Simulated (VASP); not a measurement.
# Cd3O (I4/mmm) in VASP: notebook, part 2 of 2

VASP 6.6.1. Earlier steps stand in the parts before.

## 3. Relaxation of cell and atoms, PBE

This run uses another cell than the first one, of 19.86 Å³/atom.

Contents of INCAR:

```
PREC     = Accurate       # precision mode
ENCUT    = 600            # plane-wave cutoff, eV
EDIFF    = 1E-7           # SCF threshold, eV
ISMEAR   = 0              # smearing method
SIGMA    = 0.1            # smearing width, eV
LREAL    = F              # projectors in reciprocal space
LASPH    = T              # aspherical terms in the spheres
NELM     = 120            # most SCF steps
ALGO     = Normal         # electronic algorithm
ISIF     = 3              # what is computed and relaxed
LWAVE    = F              # write WAVECAR
LCHARG   = F              # write CHGCAR
GGA      = PE             # functional
IBRION   = 2              # ionic algorithm
NSW      = 90             # ionic steps
EDIFFG   = -0.04          # ionic threshold
GGA_COMPAT= F            
NELMIN   = 4
```

Contents of KPOINTS:

```
Automatic mesh
0
Gamma
  6 6 6
```

Contents of POSCAR:

```
Cd3O
1.0
   -2.0717932475      2.0717932475      4.6279017995
    2.0717932475     -2.0717932475      4.6279017995
    2.0717932475      2.0717932475     -4.6279017995
Cd O
3 1
Direct
    0.5000000000      0.5000000000      0.0000000000
    0.2500000000      0.7500000000      0.5000000000
    0.7500000000      0.2500000000      0.5000000000
    0.0000000000      0.0000000000      0.0000000000
```

Potentials or basis: VASP PAW PBE potentials, release 64 (Cd_sv_GW, O).

On the command line:

```console
> cat potpaw_PBE.64/Cd_sv_GW/POTCAR potpaw_PBE.64/O/POTCAR > POTCAR
> mpirun -np 1 vasp_std > vasp.out
```

OUTCAR:

```text
PREC = Accurate
   ENCUT = 600
   EDIFF = 1E-7
   ISMEAR = 0
   LREAL = F
   LASPH = T
   NELM = 120
   ISIF = 3
   GGA = PE
   IBRION = 2
   NSW = 90
   EDIFFG = -0.04
   NELMIN = 4

 ion  position               nearest neighbor table
   1  0.500  0.500  0.000-
   2  0.250  0.750  0.500-
   3  0.750  0.250  0.500-
   4  0.000  0.000  0.000-

  LATTYP: Found a body centered tetragonal cell.
 ALAT       =     4.1435864950
 C/A-ratio  =     2.2337662337

  Lattice vectors:

 A1 = (  -2.0717932475,   2.0717932475,   4.6279017995)
 A2 = (   2.0717932475,  -2.0717932475,   4.6279017995)
 A3 = (   2.0717932475,   2.0717932475,  -4.6279017995)

Analysis of symmetry for initial positions (statically):
=====================================================================
 Subroutine PRICEL returns:
 Original cell was already a primitive cell.

 Routine SETGRP: Setting up the symmetry group for a
 body centered tetragonal supercell.

 Subroutine GETGRP returns: Found 16 space group operations
 (whereof 16 operations were pure point group operations)
 out of a pool of 16 trial point group operations.

The static configuration has the point symmetry D_4h.

Analysis of symmetry for dynamics (positions and initial velocities):
=====================================================================
 Subroutine PRICEL returns:
 Original cell was already a primitive cell.

 Routine SETGRP: Setting up the symmetry group for a
 body centered tetragonal supercell.

 Subroutine GETGRP returns: Found 16 space group operations
 (whereof 16 operations were pure point group operations)
 out of a pool of 16 trial point group operations.

The dynamic configuration has the point symmetry D_4h.

 Subroutine INISYM returns: Found 16 space group operations
 (whereof 16 operations are pure point group operations),
 and found     1 'primitive' translations

[... 114 lines left out ...]
   EFERMI_NEDOS =   21; number of points for ismear=-14 and -15
   IALGO  =     38    algorithm
   IMIX   =      4    mixing-type and parameters
     AMIX     =   0.40;   BMIX     =  1.00
     AMIX_MAG =   1.60;   BMIX_MAG =  1.00
  volume/ion in A,a.u.               =      19.86       134.05
  Fermi-wavevector in a.u.,A,eV,Ry     =   1.538900  2.908100 32.221511  2.368214
  Thomas-Fermi vector in A             =   2.645204
   LORBIT       =      0    0 simple, 1 ext, 2 COOP (PROOUT), +10 PAW based schemes
   GGA     = PE    functional components
   LHFCALC =     F    Hartree Fock is set to
   AEXX    =    0.0000 exact exchange contribution
   IVDW    =     0    specifies the selected vdW correction
   LEPSILON=     F    determine dielectric tensor
   LRPA    =     F    only Hartree local field effects (RPA)
 conjugate gradient relaxation of ions
 non-spin polarized calculation
 Gauss-broadening in eV      SIGMA  =   0.10
  energy-cutoff  :      600.00
  volume of cell :       79.46
 maximum number of plane-waves:      2730
 NGX is ok and might be reduce to    48
   NGX = 21   NGY = 21   NGZ = 21

--------------------------------------- Ionic step        1  -------------------------------------------

 number of electron      65.9999993 magnetization

 Free energy of the ion-electron system (eV)
  ---------------------------------------------------
  ext. energy  EPLUGINS =         0.00000000
  ---------------------------------------------------
  free energy    TOTEN  =        -7.11010932 eV

  energy without entropy =       -7.10055155  energy(sigma->0) =       -7.10533044

 E-fermi :   4.7246     XC(G=0): -10.8051

 val. band max:        4.7119801380   @ k =   0.1667   0.1667   0.1667
 cond. band min:       4.7534267166   @ k =   0.1667   0.1667  -0.0000
 fundamental gap:      0.0414465787
 Fermi energy:         4.7246424942

 k-point     1 :       0.0000    0.0000    0.0000
  band No.  band energies     occupation
      1     -98.1666      2.00000
      2     -98.1613      2.00000
      3     -97.9065      2.00000
      4     -59.2425      2.00000
      5     -59.2425      2.00000
      6     -59.2024      2.00000
[... 1106 lines left out ...]
  FREE ENERGIE OF THE ION-ELECTRON SYSTEM (eV)
  ---------------------------------------------------
  free  energy   TOTEN  =        -7.2508479677 eV

  energy  without entropy=       -7.2421657527  energy(sigma->0) =       -7.24650686

[... ionic steps 4 to 7 ...]

--------------------------------------- Ionic step        8  -------------------------------------------

 number of electron      66.0000003 magnetization

------------------------ aborting loop because EDIFF is reached ----------------------------------------
[... 71 lines left out ...]
--------------------------------------- Ionic step       10  -------------------------------------------

 number of electron      65.9999998 magnetization

 Free energy of the ion-electron system (eV)
  ---------------------------------------------------
  ext. energy  EPLUGINS =         0.00000000
  ---------------------------------------------------
  free energy    TOTEN  =        -7.27115016 eV

  energy without entropy =       -7.26395163  energy(sigma->0) =       -7.26755089

 E-fermi :   5.7698     XC(G=0): -11.2994

 val. band max:        5.7677989944   @ k =  -0.3333   0.3333   0.0000
 cond. band min:       5.8007203546   @ k =  -0.1667  -0.1667   0.1667
 fundamental gap:      0.0329213603
 Fermi energy:         5.7698349432

 k-point     1 :       0.0000    0.0000    0.0000
  band No.  band energies     occupation
      1     -97.4830      2.00000
      2     -97.4693      2.00000
      3     -96.9680      2.00000
      4     -58.5829      2.00000
      5     -58.5829      2.00000
      6     -58.4966      2.00000
[... 1030 lines left out ...]
  FREE ENERGIE OF THE ION-ELECTRON SYSTEM (eV)
  ---------------------------------------------------
  free  energy   TOTEN  =        -7.2711501560 eV

  energy  without entropy=       -7.2639516255  energy(sigma->0) =       -7.26755089

 reached required accuracy - stopping structural energy minimisation
```

OSZICAR:

```text
N       E                     dE             d eps       ncg     rms          rms(c)
DAV:   1     0.189326108239E+04    0.18933E+04   -0.41373E+04  2388   0.266E+03
DAV:   2     0.240338939361E+03   -0.16529E+04   -0.15877E+04  2364   0.106E+03
DAV:   3     0.559529475483E+01   -0.23474E+03   -0.22611E+03  3724   0.475E+02
[... 124 lines left out ...]
DAV:   8    -0.727114840293E+01   -0.97800E-05   -0.43584E-06  3618   0.271E-02    0.522E-03
DAV:   9    -0.727114968444E+01   -0.12815E-05   -0.64447E-07  2424   0.106E-02    0.157E-03
DAV:  10    -0.727115037227E+01   -0.68783E-06   -0.86402E-08  1459   0.546E-03    0.617E-04
DAV:  11    -0.727115023540E+01    0.13687E-06   -0.43397E-08  1317   0.406E-03    0.367E-04
DAV:  12    -0.727115015604E+01    0.79364E-07   -0.21152E-08  1268   0.288E-03
  10 F= -.72711502E+01 E0= -.72675509E+01  d E =-.703527E-03
```

CONTCAR:

```text
Cd3O
   1.00000000000000
    -1.9472465627745337    1.9472465627745337    4.7805950288855312
     1.9472465627745337   -1.9472465627745337    4.7805950288855312
     1.9472465627745337    1.9472465627745337   -4.7805950288855312
  Cd              O
     3     1
Direct
     0.5000000000000000    0.5000000000000000    0.0000000000000000
     0.2500000000000000    0.7500000000000000    0.5000000000000000
     0.7500000000000000    0.2500000000000000    0.5000000000000000
     0.0000000000000000    0.0000000000000000    0.0000000000000000

  0.00000000E+00  0.00000000E+00  0.00000000E+00
  0.00000000E+00  0.00000000E+00  0.00000000E+00
  0.00000000E+00  0.00000000E+00  0.00000000E+00
  0.00000000E+00  0.00000000E+00  0.00000000E+00
```

It took 17 min on 1 thread of AMD EPYC 9R45 (Zen 5), shared host; peak memory 0.38 GiB.

What came out:

| Quantity | Value |
| --- | --- |
| Free energy | -7.2712 eV |
| Relaxed volume | 18.13 Å³/atom |
| Relaxed cell | a = 5.517 Å, b = 5.517 Å, c = 5.517 Å, α = 138.66°, β = 138.66°, γ = 59.89° |
| Space group after relaxing (to 0.1 Å) | I4/mmm (No. 139) |
| Energy gained by relaxing | 40.3 meV/atom |
| Ionic steps | 10 |
| Pressure after relaxing | 0.0 GPa |
| Band gap on the k mesh | zero (bands 33 and 34 overlap by 1.37 eV) |

Stress tensor (GPa, compression positive):
```
-0.09  0.00  0.00
 0.00 -0.09  0.00
 0.00  0.00  0.04
```

Step by step:
```csv
step,energy change (eV),largest force (eV/Å),pressure (GPa),volume (Å³)
1,0.0000,0.0000,-5.54,79.46
2,-0.1404,0.0000,0.38,71.81
3,-0.1407,0.0000,0.07,72.12
4,-0.1432,0.0000,0.06,72.12
5,-0.1498,0.0000,0.08,72.12
6,-0.1589,0.0000,0.27,72.07
7,-0.1482,0.0000,1.34,71.74
8,-0.1603,0.0000,0.43,72.01
9,-0.1570,0.0000,-1.13,73.70
10,-0.1610,0.0000,-0.05,72.51
```

Final structure:
```
Cd O
1.0
    -1.94725    1.94725    4.78060
     1.94725   -1.94725    4.78060
     1.94725    1.94725   -4.78060
Cd O
3 1
Direct
  0.50000 0.50000 0.00000
  0.25000 0.75000 0.50000
  0.75000 0.25000 0.50000
  0.00000 0.00000 0.00000
```
